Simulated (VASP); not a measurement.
# La3Tl in VASP: a series of runs, part 2 of 3

VASP 6.6.1. Earlier steps stand in the parts before.

## (3) Electric field gradients, LDA (equal xy, yz and zx shear strains of +2 %)

File INCAR:

```
PREC     = Accurate       # precision mode
ENCUT    = 520            # plane-wave cutoff, eV
EDIFF    = 1E-8           # SCF threshold, eV
ISMEAR   = -1             # smearing method
SIGMA    = 0.08           # smearing width, eV
LREAL    = False          # projectors in reciprocal space
LASPH    = True           # aspherical terms in the spheres
NELM     = 60             # most SCF steps
ALGO     = Normal         # electronic algorithm
ISIF     = 2              # what is computed and relaxed
LWAVE    = False          # write WAVECAR
LCHARG   = False          # write CHGCAR
GGA      = CA             # functional
LEFG     = True         
NBANDS   = 31             # bands
```

File KPOINTS:

```
regular mesh
0
Gamma
  8 8 8
```

File POSCAR:

```
La3Tl
1.0
    5.0600000000      0.0506000000      0.0506000000
    0.0506000000      5.0600000000      0.0506000000
    0.0506000000      0.0506000000      5.0600000000
La Tl
3 1
Direct
    0.0000000000      0.5000000000      0.5000000000
    0.5000000000      0.0000000000      0.5000000000
    0.5000000000      0.5000000000      0.0000000000
    0.0000000000      0.0000000000      0.0000000000
```

Potentials or basis: VASP PAW LDA potentials, release 64 (La, Tl_d).

Launch:

```console
> cat potpaw_LDA.64/La/POTCAR potpaw_LDA.64/Tl_d/POTCAR > POTCAR
> mpirun -np 1 vasp_std > vasp.out
```

OUTCAR:

```text
PREC = Accurate
   ENCUT = 520
   EDIFF = 1E-8
   ISMEAR = -1
   LREAL = False
   LASPH = True
   NELM = 60
   ISIF = 2
   GGA = CA

 ion  position               nearest neighbor table
   1  0.000  0.500  0.500-   3 3.54   4 3.54   2 3.54   4 3.54   2 3.54   3 3.54   2 3.61   4 3.61
                             3 3.61   4 3.61   3 3.61   2 3.61
   2  0.500  0.000  0.500-   3 3.54   4 3.54   1 3.54   3 3.54   1 3.54   4 3.54   1 3.61   3 3.61
                             3 3.61   4 3.61   4 3.61   1 3.61
   3  0.500  0.500  0.000-   1 3.54   2 3.54   2 3.54   4 3.54   1 3.54   4 3.54   1 3.61   2 3.61
                             2 3.61   4 3.61   1 3.61   4 3.61
   4  0.000  0.000  0.000-   1 3.54   2 3.54   1 3.54   3 3.54   2 3.54   3 3.54   1 3.61   1 3.61
                             2 3.61   3 3.61   2 3.61   3 3.61

  LATTYP: Found a trigonal (rhomboedric) cell.
 ALAT       =     5.0605059747
 COS(alpha) =     0.0200959808

  Lattice vectors:

 A1 = (   5.0600000000,   0.0506000000,   0.0506000000)
 A2 = (   0.0506000000,   5.0600000000,   0.0506000000)
 A3 = (   0.0506000000,   0.0506000000,   5.0600000000)

Analysis of symmetry for initial positions (statically):
=====================================================================
 Subroutine PRICEL returns:
 Original cell was already a primitive cell.

 Routine SETGRP: Setting up the symmetry group for a
 trigonal (rhombohedral) supercell.

 Subroutine GETGRP returns: Found 12 space group operations
 (whereof 12 operations were pure point group operations)
 out of a pool of 12 trial point group operations.

The static configuration has the point symmetry D_3d.

Analysis of symmetry for dynamics (positions and initial velocities):
=====================================================================
 Subroutine PRICEL returns:
 Original cell was already a primitive cell.

 Routine SETGRP: Setting up the symmetry group for a
 trigonal (rhombohedral) supercell.

 Subroutine GETGRP returns: Found 12 space group operations
 (whereof 12 operations were pure point group operations)
 out of a pool of 12 trial point group operations.

The dynamic configuration has the point symmetry D_3d.

 Subroutine INISYM returns: Found 12 space group operations
 (whereof 12 operations are pure point group operations),
 and found     1 'primitive' translations

----------------------------------------------------------------------------------------

                                     Primitive cell

  volume of cell :     129.5156

  direct lattice vectors                    reciprocal lattice vectors
     5.060000000  0.050600000  0.050600000     0.197667601 -0.001957105 -0.001957105
     0.050600000  5.060000000  0.050600000    -0.001957105  0.197667601 -0.001957105
     0.050600000  0.050600000  5.060000000    -0.001957105 -0.001957105  0.197667601

  length of vectors
     5.060505975  5.060505975  5.060505975     0.197686977  0.197686977  0.197686977

  position of ions in fractional coordinates (direct lattice)
     1.000000000  0.500000000  0.500000000
     0.500000000  1.000000000  0.500000000
     0.500000000  0.500000000  0.000000000
     0.000000000  0.000000000  0.000000000

[... 95 lines left out ...]
   IALGO  =     38    algorithm
   IMIX   =      4    mixing-type and parameters
     AMIX     =   0.40;   BMIX     =  1.00
     AMIX_MAG =   1.60;   BMIX_MAG =  1.00
  volume/ion in A,a.u.               =      32.38       218.50
  Fermi-wavevector in a.u.,A,eV,Ry     =   1.159365  2.190882 18.287951  1.344126
  Thomas-Fermi vector in A             =   2.295958
   LORBIT       =      0    0 simple, 1 ext, 2 COOP (PROOUT), +10 PAW based schemes
   GGA     = CA    functional components
   LHFCALC =     F    Hartree Fock is set to
   AEXX    =    0.0000 exact exchange contribution
   IVDW    =     0    specifies the selected vdW correction
   LEPSILON=     F    determine dielectric tensor
   LRPA    =     F    only Hartree local field effects (RPA)
 non-spin polarized calculation
  energy-cutoff  :      520.00
  volume of cell :      129.52
 maximum number of plane-waves:      3515
 NGX is ok and might be reduce to    40
   NGX = 19   NGY = 19   NGZ = 19

 number of electron      46.0000000 magnetization

 Free energy of the ion-electron system (eV)
  ---------------------------------------------------
  ext. energy  EPLUGINS =         0.00000000
  ---------------------------------------------------
  free energy    TOTEN  =       -20.81777708 eV

  energy without entropy =      -20.69546844  energy(sigma->0) =      -20.75662276

 E-fermi :   8.0821     XC(G=0): -10.2454

 val. band max:        8.0805880797   @ k =  -0.3750  -0.3750   0.1250
 cond. band min:       8.0875219192   @ k =  -0.3750   0.5000   0.1250
 fundamental gap:      0.0069338395
 Fermi energy:         8.0821365117

 k-point     1 :       0.0000    0.0000    0.0000
  band No.  band energies     occupation
      1     -24.6716      2.00000
      2     -24.3385      2.00000
      3     -24.3385      2.00000
      4      -9.0437      2.00000
      5      -8.9321      2.00000
      6      -8.9321      2.00000
[... 805 lines left out ...]
     30       9.5828      0.00000
     31       9.7512      0.00000

 [... further k-points ...]

------------------------ aborting loop because EDIFF is reached ----------------------------------------

  FORCE on cell =-STRESS in cart. coord.  units (eV):
  Direction    XX          YY          ZZ          XY          YZ          ZX
  --------------------------------------------------------------------------------------
  -------------------------------------------------------------------------------------
  Total       -2.9052402     -2.9052402     -2.9052402     -0.3177064     -0.3177064     -0.3177064
  in kB      -35.9393745    -35.9393745    -35.9393745     -3.9301978     -3.9301978     -3.9301978
  external PRESSURE =     -35.9393745 kB  Pullay stress =       0.0000000 kB

 VOLUME and BASIS-vectors are now :
 -----------------------------------------------------------------------------
  energy-cutoff  :      520.00
  volume of cell :      129.52
      direct lattice vectors                 reciprocal lattice vectors
     5.060000000  0.050600000  0.050600000     0.197667601 -0.001957105 -0.001957105
     0.050600000  5.060000000  0.050600000    -0.001957105  0.197667601 -0.001957105
     0.050600000  0.050600000  5.060000000    -0.001957105 -0.001957105  0.197667601

 POSITION                                       TOTAL-FORCE (eV/Angst)
 -----------------------------------------------------------------------------------
      0.05060      2.55530      2.55530        -0.000000     -0.000000     -0.000000
      2.55530      0.05060      2.55530         0.000000      0.000000      0.000000
      2.55530      2.55530      0.05060        -0.000000      0.000000     -0.000000
      0.00000      0.00000      0.00000         0.000000      0.000000     -0.000000
 -----------------------------------------------------------------------------------
    total drift:                                0.000000     -0.000000     -0.000000

  FREE ENERGIE OF THE ION-ELECTRON SYSTEM (eV)
  ---------------------------------------------------
  free  energy   TOTEN  =       -20.8177770788 eV

  energy  without entropy=      -20.6954684375  energy(sigma->0) =      -20.75662276

 Electric field gradients (V/A^2)
---------------------------------------------------------------------
 ion       V_xx      V_yy      V_zz      V_xy      V_xz      V_yz
---------------------------------------------------------------------
   1     126.881   -63.441   -63.441   -11.863   -11.863     9.482
   2     -63.441   126.881   -63.441   -11.863     9.482   -11.863
   3     -63.441   -63.441   126.881     9.482   -11.863   -11.863
   4      -0.000    -0.000     0.000    12.196    12.196    12.196
---------------------------------------------------------------------

 Electric field gradients after diagonalization (V/A^2)
 (convention: |V_zz| > |V_xx| > |V_yy|)
----------------------------------------------------------------------
 ion       V_xx      V_yy      V_zz     asymmetry (V_yy - V_xx)/ V_zz
----------------------------------------------------------------------
   1     -72.923   -55.502   128.425       0.136
   2     -72.923   -55.502   128.425       0.136
   3     -72.923   -55.502   128.425       0.136
   4     -12.196   -12.196    24.391       0.000
----------------------------------------------------------------------

           NMR quadrupolar parameters

 Cq : quadrupolar parameter    Cq=e*Q*V_zz/h
 eta: asymmetry parameters     (V_yy - V_xx)/ V_zz
 Q  : nuclear electric quadrupole moment in mb (millibarn)
----------------------------------------------------------------------
 ion       Cq(MHz)       eta       Q (mb)
----------------------------------------------------------------------
   1       0.311       0.136       1.000
   2       0.311       0.136       1.000
   3       0.311       0.136       1.000
   4       0.059       0.000       1.000
----------------------------------------------------------------------
```

Wall time 5.9 min (1 thread of Intel Xeon Platinum 8375C at 2.90GHz (Ice Lake), shared host); peak memory 0.38 GiB.

Results:

```yaml
Free_energy: -20.8178 eV
Pressure: -3.6 GPa
Band_gap_on_the_k_mesh: zero (bands 23 and 24 overlap by 1.08 eV)
Largest_electric_field_gradient_by_atom: La +128.4; Tl +24.4 V/Å²
```

Levels at points of the mesh, in eV from the Fermi level:
```
           k point  band 21  band 22  band 23  band 24  band 25  band 26
(0.00, 0.00, 0.00)    -0.79    -0.79    -0.75    -0.75     0.74     0.81
(0.50, 0.00, 0.00)    -0.80    -0.67    -0.60     0.69     1.03     1.06
(0.50, 0.50, 0.00)    -1.31    -0.12    -0.02     0.26     0.64     0.99
(0.50, 0.50, 0.50)    -1.04     0.22     0.34     0.34     1.14     1.24
```

Electric field gradients, principal values (V/Å²):
```csv
atom,least,middle,greatest (by size)
1 La,-55.502,-72.923,128.425
2 La,-55.502,-72.923,128.425
3 La,-55.502,-72.923,128.425
4 Tl,-12.196,-12.196,24.391
```

Caveat: the cell differs from its parent crystal (equal xy, yz and zx shear strains of +2 %); the cell stands under tension; without QUAD_EFG the Cq values of the log hold for a quadrupole moment of 1 mb, not for the nuclei; spin-orbit coupling is left out, which moves the levels of the heavy elements.

## (4) Electric field gradients, LDA (equal xy, yz and zx shear strains of +2 %)

File INCAR:

```
PREC = Accurate ; ENCUT = 520
EDIFF = 1E-8 ; ISMEAR = -1
SIGMA = 0.08 ; LREAL = F
LASPH = T ; NELM = 80
ALGO = Normal ; ISIF = 2
LWAVE = F ; LCHARG = F
LEFG = T ; NBANDS = 31
```

File KPOINTS:

```
Automatic mesh
0
Gamma
  8 8 8
```

POSCAR is that of step 3.

Potentials or basis: VASP PAW LDA potentials, release 64 (La, Tl_d).

Launch:

```console
> cat potpaw_LDA.64/La/POTCAR potpaw_LDA.64/Tl_d/POTCAR > POTCAR
> mpirun -np 1 vasp_std > vasp.out
```

OUTCAR:

```text
PREC = Accurate
   ENCUT = 520
   EDIFF = 1E-8
   ISMEAR = -1
   LREAL = F
   LASPH = T
   NELM = 80
   ISIF = 2

 ion  position               nearest neighbor table
   1  0.000  0.500  0.500-   3 3.54   4 3.54   2 3.54   4 3.54   2 3.54   3 3.54   2 3.61   4 3.61
                             3 3.61   4 3.61   3 3.61   2 3.61
   2  0.500  0.000  0.500-   3 3.54   4 3.54   1 3.54   3 3.54   1 3.54   4 3.54   1 3.61   3 3.61
                             3 3.61   4 3.61   4 3.61   1 3.61
   3  0.500  0.500  0.000-   1 3.54   2 3.54   2 3.54   4 3.54   1 3.54   4 3.54   1 3.61   2 3.61
                             2 3.61   4 3.61   1 3.61   4 3.61
   4  0.000  0.000  0.000-   1 3.54   2 3.54   1 3.54   3 3.54   2 3.54   3 3.54   1 3.61   1 3.61
                             2 3.61   3 3.61   2 3.61   3 3.61

  LATTYP: Found a trigonal (rhomboedric) cell.
 ALAT       =     5.0605059747
 COS(alpha) =     0.0200959808

  Lattice vectors:

 A1 = (   5.0600000000,   0.0506000000,   0.0506000000)
 A2 = (   0.0506000000,   5.0600000000,   0.0506000000)
 A3 = (   0.0506000000,   0.0506000000,   5.0600000000)

Analysis of symmetry for initial positions (statically):
=====================================================================
 Subroutine PRICEL returns:
 Original cell was already a primitive cell.

 Routine SETGRP: Setting up the symmetry group for a
 trigonal (rhombohedral) supercell.

 Subroutine GETGRP returns: Found 12 space group operations
 (whereof 12 operations were pure point group operations)
 out of a pool of 12 trial point group operations.

The static configuration has the point symmetry D_3d.

Analysis of symmetry for dynamics (positions and initial velocities):
=====================================================================
[... 991 lines left out ...]
  --------------------------------------------------------------------------------------
  -------------------------------------------------------------------------------------
  Total       -2.9052402     -2.9052402     -2.9052402     -0.3177064     -0.3177064     -0.3177064
  in kB      -35.9393745    -35.9393745    -35.9393745     -3.9301978     -3.9301978     -3.9301978
  external PRESSURE =     -35.9393745 kB  Pullay stress =       0.0000000 kB

 VOLUME and BASIS-vectors are now :
 -----------------------------------------------------------------------------
  energy-cutoff  :      520.00
  volume of cell :      129.52
      direct lattice vectors                 reciprocal lattice vectors
     5.060000000  0.050600000  0.050600000     0.197667601 -0.001957105 -0.001957105
     0.050600000  5.060000000  0.050600000    -0.001957105  0.197667601 -0.001957105
     0.050600000  0.050600000  5.060000000    -0.001957105 -0.001957105  0.197667601

 POSITION                                       TOTAL-FORCE (eV/Angst)
 -----------------------------------------------------------------------------------
      0.05060      2.55530      2.55530        -0.000000     -0.000000     -0.000000
      2.55530      0.05060      2.55530         0.000000      0.000000      0.000000
      2.55530      2.55530      0.05060        -0.000000      0.000000     -0.000000
      0.00000      0.00000      0.00000         0.000000      0.000000     -0.000000
 -----------------------------------------------------------------------------------
    total drift:                                0.000000     -0.000000     -0.000000

  FREE ENERGIE OF THE ION-ELECTRON SYSTEM (eV)
  ---------------------------------------------------
  free  energy   TOTEN  =       -20.8177770788 eV

  energy  without entropy=      -20.6954684375  energy(sigma->0) =      -20.75662276

 Electric field gradients (V/A^2)
---------------------------------------------------------------------
 ion       V_xx      V_yy      V_zz      V_xy      V_xz      V_yz
---------------------------------------------------------------------
   1     126.881   -63.441   -63.441   -11.863   -11.863     9.482
   2     -63.441   126.881   -63.441   -11.863     9.482   -11.863
   3     -63.441   -63.441   126.881     9.482   -11.863   -11.863
   4      -0.000    -0.000     0.000    12.196    12.196    12.196
---------------------------------------------------------------------

 Electric field gradients after diagonalization (V/A^2)
 (convention: |V_zz| > |V_xx| > |V_yy|)
----------------------------------------------------------------------
 ion       V_xx      V_yy      V_zz     asymmetry (V_yy - V_xx)/ V_zz
----------------------------------------------------------------------
   1     -72.923   -55.502   128.425       0.136
   2     -72.923   -55.502   128.425       0.136
   3     -72.923   -55.502   128.425       0.136
   4     -12.196   -12.196    24.391       0.000
----------------------------------------------------------------------

           NMR quadrupolar parameters

 Cq : quadrupolar parameter    Cq=e*Q*V_zz/h
 eta: asymmetry parameters     (V_yy - V_xx)/ V_zz
 Q  : nuclear electric quadrupole moment in mb (millibarn)
----------------------------------------------------------------------
 ion       Cq(MHz)       eta       Q (mb)
----------------------------------------------------------------------
   1       0.311       0.136       1.000
   2       0.311       0.136       1.000
   3       0.311       0.136       1.000
   4       0.059       0.000       1.000
----------------------------------------------------------------------
```

stdout:

```text
POSCAR found type information on POSCAR LaTl
 POSCAR found :  2 types and       4 ions
 scaLAPACK will be used
 LDA part: xc-table for (Slater(with rela. corr.)+CA(PZ))
 , standard interpolation
 POSCAR, INCAR and KPOINTS ok, starting setup
 FFT: planning ... GRIDC
 FFT: planning ... GRID_SOFT
 FFT: planning ... GRID
 WAVECAR not read
 entering main loop
ion   1
     0.0000602     0.0843823     0.0365905     0.4309878     0.0843823    -0.7464928
     0.0000829     0.0843823     0.0365905     0.4309878     0.0843823    -0.7464928
     0.0001141     0.0843823     0.0365905     0.4309878     0.0843823    -0.7464928
     0.0001572     0.0843823     0.0365905     0.4309878     0.0843823    -0.7464927

     0.0000602    10.7659972    -8.7017480    49.9982546    10.7659972   -86.5995173
     0.0000829    10.7635699    -8.7005346    49.9872825    10.7635699   -86.5805130
     0.0001141    10.7597321    -8.6986452    49.9699190    10.7597321   -86.5504385
     0.0001572    10.7536886    -8.6957171    49.9425515    10.7536886   -86.5030367

ion   2
     0.0000602     0.0843823     0.0843823     0.4309878     0.0365905     0.7464928
     0.0000829     0.0843823     0.0843823     0.4309878     0.0365905     0.7464928
     0.0001141     0.0843823     0.0843823     0.4309878     0.0365905     0.7464928
     0.0001572     0.0843823     0.0843823     0.4309878     0.0365905     0.7464927

     0.0000602    10.7659972    10.7659972    49.9982546    -8.7017480    86.5995173
     0.0000829    10.7635699    10.7635699    49.9872825    -8.7005346    86.5805130
     0.0001141    10.7597321    10.7597321    49.9699190    -8.6986452    86.5504385
     0.0001572    10.7536886    10.7536886    49.9425515    -8.6957171    86.5030367

ion   3

ion   4
```

Run time: 6.1 min. Hardware: 1 thread of Intel Xeon Platinum 8375C at 2.90GHz (Ice Lake), shared host; peak memory 0.38 GiB.

Results:

```yaml
Free_energy: -20.8178 eV
Pressure: -3.6 GPa
Band_gap_on_the_k_mesh: zero (bands 23 and 24 overlap by 1.08 eV)
Largest_electric_field_gradient_by_atom: La +128.4; Tl +24.4 V/Å²
```

Stress tensor (GPa, compression positive):
```
-3.59 -0.39 -0.39
-0.39 -3.59 -0.39
-0.39 -0.39 -3.59
```

Electric field gradients, principal values (V/Å²):
```csv
atom,least,middle,greatest (by size)
1 La,-55.502,-72.923,128.425
2 La,-55.502,-72.923,128.425
3 La,-55.502,-72.923,128.425
4 Tl,-12.196,-12.196,24.391
```

Caveat: the cell differs from its parent crystal (equal xy, yz and zx shear strains of +2 %); the cell stands under tension; without QUAD_EFG the Cq values of the log hold for a quadrupole moment of 1 mb, not for the nuclei; spin-orbit coupling is left out, which moves the levels of the heavy elements.

(Part 2 of 3 ends here.)
